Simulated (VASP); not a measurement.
Here is a VASP 6.6.1 calculation.

File INCAR:

```
SYSTEM = Se
PREC = Accurate
ENCUT = 520
EDIFF = 1E-6
ISMEAR = -1
SIGMA = 0.01
LREAL = .False.
LASPH = .True.
NELM = 80
ALGO = Normal
ISIF = 2
LWAVE = .False.
LCHARG = .False.
GGA = PE
NBANDS = 13
```

File KPOINTS:

```
Automatic mesh
0
Gamma
  5 5 5
  0 0 0
```

The input POSCAR:

```
Se
1.0
    0.0000000000      2.6543917844      2.6543917844
    2.6543917844      0.0000000000      2.6543917844
    2.6543917844      2.6543917844      0.0000000000
Se
2
Direct
    0.0000000000      0.0000000000      0.0000000000
    0.2500000000      0.2500000000      0.2500000000
```

Potentials or basis: VASP PAW PBE potentials, release 64 (Se).

Command:

```bash
$ cat potpaw_PBE.64/Se/POTCAR > POTCAR
$ mpirun -np 1 vasp_std > vasp.out
```

**Question.** What does it give for the band gap on the k mesh?

**Answer.** Zero (band 6 reaches 7.82 eV, above the bottom of band 7 at 5.92 eV).

**Question.** What does it give for the pressure?

**Answer.** 60.7 GPa.

Caveat: the k points lie up to 0.41 Å⁻¹ apart.
